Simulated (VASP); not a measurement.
# MoH5 (P4/mmm) in VASP: relaxation of cell and atoms with PBE

Aim: the relaxation of cell and atoms of MoH5 with PBE.

Program: VASP 6.6.1. These are calculated values, not measurements. Logs are shortened: lines on timing, memory, paths and dates and some standing lists are left out, and cuts for length are marked.

## (1) The cell of the first run

Symmetry: P4/mmm, No. 123, tetragonal system. The conventional cell has a = 3.029 Å, b = 3.029 Å, c = 3.461 Å, α = 90.00°, β = 90.00°, γ = 90.00°. Within 2.0 Å of H (site symmetry mmm) lie 6 H at 1.51 to 1.97 Å. Within 1.3 Å of H (site symmetry 4mm) lie 1 H at 0.95 Å. Within 2.0 Å of H (site symmetry 4/mmm) lie 4 H at 1.51 Å and 2 Mo at 1.73 Å. Within 2.3 Å of Mo (site symmetry 4/mmm) lie 18 H at 1.73 to 2.30 Å.

The cell was built from a structure type or drawn by symmetry, and may not be a known phase.

## (2) Relaxation of cell and atoms, PBE

Contents of INCAR:

```
SYSTEM = MoH5
ALGO = Normal
EDIFF = 1E-6
EDIFFG = -0.01
ENCUT = 600
GGA = PE
IBRION = 2
ISIF = 3
ISMEAR = 0
LASPH = .TRUE.
LCHARG = .FALSE.
LREAL = .FALSE.
LWAVE = .FALSE.
NELM = 60
NSW = 100
PREC = Accurate
SIGMA = 0.1
```

Contents of KPOINTS:

```
k-points
0
G
  12 12 12
  0 0 0
```

Contents of POSCAR:

```
MoH5
1.0
    3.0293150294      0.0000000000      0.0000000000
    0.0000000000      3.0293150294      0.0000000000
    0.0000000000      0.0000000000      3.4610070799
H Mo
5 1
Direct
    0.0000000000      0.5000000000      0.5000000000
    0.5000000000      0.0000000000      0.5000000000
    0.0000000000      0.0000000000      0.8627688729
    0.0000000000      0.0000000000      0.1372311271
    0.5000000000      0.5000000000      0.5000000000
    0.5000000000      0.5000000000      0.0000000000
```

Potentials or basis: VASP PAW PBE potentials, release 64 (H, Mo_sv).

The run is started by

```
cat potpaw_PBE.64/H/POTCAR potpaw_PBE.64/Mo_sv/POTCAR > POTCAR
mpirun -np 1 vasp_std > vasp.out
```

OUTCAR:

```text
SYSTEM = MoH5
   EDIFF = 1E-6
   EDIFFG = -0.01
   ENCUT = 600
   GGA = PE
   IBRION = 2
   ISIF = 3
   ISMEAR = 0
   LASPH = .TRUE.
   LREAL = .FALSE.
   NELM = 60
   NSW = 100
   PREC = Accurate

 ion  position               nearest neighbor table
   1  0.000  0.500  0.500-
   2  0.500  0.000  0.500-
   3  0.000  0.000  0.863-
   4  0.000  0.000  0.137-
   5  0.500  0.500  0.500-   6 1.73   6 1.73
   6  0.500  0.500  0.000-   5 1.73   5 1.73

  LATTYP: Found a simple tetragonal cell.
 ALAT       =     3.0293150294
 C/A-ratio  =     1.1425048390

  Lattice vectors:

 A1 = (   3.0293150294,   0.0000000000,   0.0000000000)
 A2 = (   0.0000000000,   3.0293150294,   0.0000000000)
 A3 = (   0.0000000000,   0.0000000000,   3.4610070799)

Analysis of symmetry for initial positions (statically):
=====================================================================
 Subroutine PRICEL returns:
 Original cell was already a primitive cell.

 Routine SETGRP: Setting up the symmetry group for a
 simple tetragonal supercell.

 Subroutine GETGRP returns: Found 16 space group operations
 (whereof 16 operations were pure point group operations)
 out of a pool of 16 trial point group operations.

The static configuration has the point symmetry D_4h.

Analysis of symmetry for dynamics (positions and initial velocities):
=====================================================================
 Subroutine PRICEL returns:
 Original cell was already a primitive cell.

 Routine SETGRP: Setting up the symmetry group for a
 simple tetragonal supercell.

 Subroutine GETGRP returns: Found 16 space group operations
 (whereof 16 operations were pure point group operations)
 out of a pool of 16 trial point group operations.

The dynamic configuration has the point symmetry D_4h.

 Subroutine INISYM returns: Found 16 space group operations
 (whereof 16 operations are pure point group operations),
 and found     1 'primitive' translations

----------------------------------------------------------------------------------------

                                     Primitive cell

  volume of cell :      31.7608

  direct lattice vectors                    reciprocal lattice vectors
     3.029315029  0.000000000  0.000000000     0.330107628  0.000000000  0.000000000
     0.000000000  3.029315029  0.000000000     0.000000000  0.330107628  0.000000000
     0.000000000  0.000000000  3.461007080     0.000000000  0.000000000  0.288933243

  length of vectors
     3.029315029  3.029315029  3.461007080     0.330107628  0.330107628  0.288933243

  position of ions in fractional coordinates (direct lattice)
     0.000000000  0.500000000  0.500000000
     0.500000000  0.000000000  0.500000000
     0.000000000  0.000000000  0.862768873
     0.000000000  0.000000000  0.137231127
     0.500000000  0.500000000  0.500000000
     0.500000000  0.500000000  0.000000000

  ion indices of the primitive-cell ions
   primitive index   ion index
                 1           1
                 2           2
                 3           3
                 4           4
                 5           5
                 6           6

----------------------------------------------------------------------------------------

 KPOINTS: k-points

Automatic generation of k-mesh.
 Grid dimensions read from file:
 generate k-points for:   12   12   12

 Generating k-lattice:

  Cartesian coordinates                     Fractional coordinates (reciprocal lattice)
     0.027508969  0.000000000  0.000000000     0.083333333  0.000000000  0.000000000
     0.000000000  0.027508969  0.000000000     0.000000000  0.083333333  0.000000000
     0.000000000  0.000000000  0.024077770     0.000000000  0.000000000  0.083333333

  Length of vectors
     0.027508969  0.027508969  0.024077770

  Shift w.r.t. Gamma in fractional coordinates (k-lattice)
     0.000000000  0.000000000  0.000000000

 Subroutine IBZKPT returns following result:
 ===========================================

 Found    196 irreducible k-points:

 Following reciprocal coordinates:
            Coordinates               Weight
  0.000000  0.000000  0.000000      1.000000
  0.083333  0.000000  0.000000      4.000000
  0.166667  0.000000  0.000000      4.000000
  0.250000  0.000000  0.000000      4.000000
  0.333333  0.000000  0.000000      4.000000
  0.416667  0.000000  0.000000      4.000000
[... 16 lines left out ...]
  0.333333  0.333333  0.000000      4.000000
  0.416667  0.333333  0.000000      8.000000
 [... further k-points ...]
   k-points           NKPTS =    196   k-points in BZ     NKDIM =    196   number of bands    NBANDS=     13
   number of dos      NEDOS =    301   number of ions     NIONS =      6
   total plane-waves  NPLWV =  16128
   dimension x,y,z NGX =    24 NGY =   24 NGZ =   28
   dimension x,y,z NGXF=    48 NGYF=   48 NGZF=   56
   ions per type =               5   1
   NGX,Y,Z   is equivalent  to a cutoff of  13.17, 13.17, 13.45 a.u.
   NGXF,Y,Z  is equivalent  to a cutoff of  26.34, 26.34, 26.90 a.u.
 SYSTEM =  MoH5
   PREC   = accura    normal or accurate (medium, high low for compatibility)
   ISTART =      0    job   : 0-new  1-cont  2-samecut
   ICHARG =      2    charge: 1-file 2-atom 10-const
   ISPIN  =      1    spin polarized calculation?
   LNONCOLLINEAR =      F non collinear calculations
   LSORBIT =      F    spin-orbit coupling
   LASPH  =      T    aspherical Exc in radial PAW
   ENCUT  =  600.0 eV  44.10 Ry    6.64 a.u.   6.05  6.05  6.91*2*pi/ulx,y,z
   NELM   =     60;   NELMIN=  2; NELMDL= -5     # of ELM steps
   EDIFF  = 0.1E-05   stopping-criterion for ELM
   LREAL  =      F    real-space projection
   EDIFFG = -.1E-01   stopping-criterion for IOM
   NSW    =    100    number of steps for IOM
   IBRION =      2    ionic relax: 0-MD 1-quasi-New 2-CG
   NFREE  =      1    steps in history (QN), initial steepest desc. (CG)
   ISIF   =      3    stress and relaxation
   ISYM   =      2    0-nonsym 1-usesym 2-fastsym
   POTIM  = 0.5000    time-step for ionic-motion
   TEBEG  =    0.0;   TEEND  =   0.0 temperature during run
   PSTRESS=    0.0 pullay stress
   NELECT =      19.0000    total number of electrons
   NUPDOWN=      -1.0000    fix difference up-down
   EMIN   =  10.00;   EMAX   =-10.00  energy-range for DOS
   EFERMI =   0.00;   METHOD = LEGACY
   ISMEAR =     0;   SIGMA  =   0.10  broadening in eV -4-tet -1-fermi 0-gaus
   EFERMI_NEDOS =   21; number of points for ismear=-14 and -15
   IALGO  =     38    algorithm
   IMIX   =      4    mixing-type and parameters
     AMIX     =   0.40;   BMIX     =  1.00
     AMIX_MAG =   1.60;   BMIX_MAG =  1.00
  volume/ion in A,a.u.               =       5.29        35.72
  Fermi-wavevector in a.u.,A,eV,Ry     =   1.379417  2.606720 25.889047  1.902791
  Thomas-Fermi vector in A             =   2.504388
   LORBIT       =      0    0 simple, 1 ext, 2 COOP (PROOUT), +10 PAW based schemes
   GGA     = PE    functional components
   LHFCALC =     F    Hartree Fock is set to
   AEXX    =    0.0000 exact exchange contribution
   IVDW    =     0    specifies the selected vdW correction
   LEPSILON=     F    determine dielectric tensor
   LRPA    =     F    only Hartree local field effects (RPA)
 conjugate gradient relaxation of ions
 non-spin polarized calculation
 Gauss-broadening in eV      SIGMA  =   0.10
  energy-cutoff  :      600.00
  volume of cell :       31.76
 maximum number of plane-waves:      1080
   NGX = 13   NGY = 13   NGZ = 13

--------------------------------------- Ionic step        1  -------------------------------------------

 number of electron      19.0000006 magnetization

 Free energy of the ion-electron system (eV)
  ---------------------------------------------------
  ext. energy  EPLUGINS =         0.00000000
  ---------------------------------------------------
  free energy    TOTEN  =       -23.32007261 eV

  energy without entropy =      -23.31136805  energy(sigma->0) =      -23.31572033

------------------------ aborting loop because EDIFF is reached ----------------------------------------

  FORCE on cell =-STRESS in cart. coord.  units (eV):
  Direction    XX          YY          ZZ          XY          YZ          ZX
  --------------------------------------------------------------------------------------
  -------------------------------------------------------------------------------------
  Total       -0.1486540     -0.1486540      0.1874512      0.0000000     -0.0000000      0.0000000
  in kB       -7.4988703     -7.4988703      9.4559980      0.0000000     -0.0000000      0.0000000
  external PRESSURE =      -1.8472475 kB  Pullay stress =       0.0000000 kB
[... 105 lines left out ...]
  energy  without entropy=      -23.3126745940  energy(sigma->0) =      -23.31706005

--------------------------------------- Ionic step        4  -------------------------------------------

 number of electron      19.0000006 magnetization

 Free energy of the ion-electron system (eV)
  ---------------------------------------------------
  ext. energy  EPLUGINS =         0.00000000
  ---------------------------------------------------
  free energy    TOTEN  =       -23.32161497 eV

  energy without entropy =      -23.31287557  energy(sigma->0) =      -23.31724527

 E-fermi :   7.8448     XC(G=0): -11.9123

 val. band max:        7.8382934506   @ k =   0.0833   0.0000   0.2500
 cond. band min:       7.8474206038   @ k =   0.5000   0.0000   0.4167
 fundamental gap:      0.0091271532
 Fermi energy:         7.8448228859

 k-point     1 :       0.0000    0.0000    0.0000
  band No.  band energies     occupation
      1     -53.3125      2.00000
      2     -27.5944      2.00000
      3     -27.1709      2.00000
      4     -27.1709      2.00000
      5      -5.6755      2.00000
      6      -1.1780      2.00000
      7       3.6395      2.00000
      8       8.5150      0.00000
      9       8.5150      0.00000
     10       8.8507      0.00000
     11       9.2439      0.00000
     12      10.3061      0.00000
     13      11.0871      0.00000
[... 353 lines left out ...]
 k-point    24 :       0.4167    0.3333    0.0000
  band No.  band energies     occupation
      1     -53.2501      2.00000
      2     -27.5272      2.00000
      3     -27.5240      2.00000
      4     -27.4403      2.00000
      5      -2.6703      2.00000
      6      -0.8825      2.00000
      7       3.5191      2.00000
      8       4.2594      2.00000
      9       6.0788      2.00000
     10       6.8914      2.00000
     11       9.9249      0.00000
     12      10.7675      0.00000
     13      12.6241      0.00000

 [... further k-points ...]
[... 5 lines left out ...]
  --------------------------------------------------------------------------------------
  -------------------------------------------------------------------------------------
  Total        0.0255765      0.0255765     -0.0160510      0.0000000      0.0000000      0.0000000
  in kB        1.2995254      1.2995254     -0.8155416      0.0000000      0.0000000      0.0000000
  external PRESSURE =       0.5945030 kB  Pullay stress =       0.0000000 kB
[... 21 lines left out ...]
  FREE ENERGIE OF THE ION-ELECTRON SYSTEM (eV)
  ---------------------------------------------------
  free  energy   TOTEN  =       -23.3216149679 eV

  energy  without entropy=      -23.3128755728  energy(sigma->0) =      -23.31724527

 reached required accuracy - stopping structural energy minimisation
```

Run time: 76 s. Hardware: 1 thread of Intel Xeon Platinum 8488C (Sapphire Rapids), shared host; peak memory 0.23 GiB.

What came out:

```yaml
Free_energy: -23.3216 eV
Relaxed_volume: 5.26 Å³/atom
Relaxed_cell: a = 3.012 Å, b = 3.012 Å, c = 3.476 Å, α = 90.00°, β = 90.00°, γ = 90.00°
Space_group_after_relaxing_to_0.1_Å: P4/mmm (No. 123)
Energy_gained_by_relaxing: 0.3 meV/atom
Ionic_steps: 4
Pressure_after_relaxing: 0.1 GPa
Largest_force_after_relaxing: 0.010 eV/Å
Band_gap_on_the_k_mesh: zero (an odd number of electrons rules out a gap without spin polarisation)
```

Forces in eV/Å, atoms in the order of the input:
```
H    0.000  0.000  0.000
H    0.000  0.000  0.000
H    0.000  0.000 -0.010
H    0.000  0.000  0.010
H    0.000  0.000  0.000
Mo   0.000  0.000  0.000
```

Stress tensor (GPa, compression positive):
```
 0.13  0.00  0.00
 0.00  0.13  0.00
 0.00  0.00 -0.08
```

The path:
| step | energy change (eV) | largest force (eV/Å) | pressure (GPa) | volume (Å³) |
| --- | --- | --- | --- | --- |
| 1 | 0.0000 | 0.0460 | -0.18 | 31.76 |
| 2 | -0.0007 | 0.0291 | -0.30 | 31.73 |
| 3 | -0.0014 | 0.0054 | -0.51 | 31.66 |
| 4 | -0.0015 | 0.0097 | 0.06 | 31.53 |

Final structure:
```
CELL_PARAMETERS angstrom
3.01193 0.00000 0.00000
0.00000 3.01193 0.00000
0.00000 0.00000 3.47598
ATOMIC_POSITIONS crystal
H 0.00000 0.50000 0.50000
H 0.50000 0.00000 0.50000
H 0.00000 0.00000 0.86034
H 0.00000 0.00000 0.13966
H 0.50000 0.50000 0.50000
Mo 0.50000 0.50000 0.00000
```
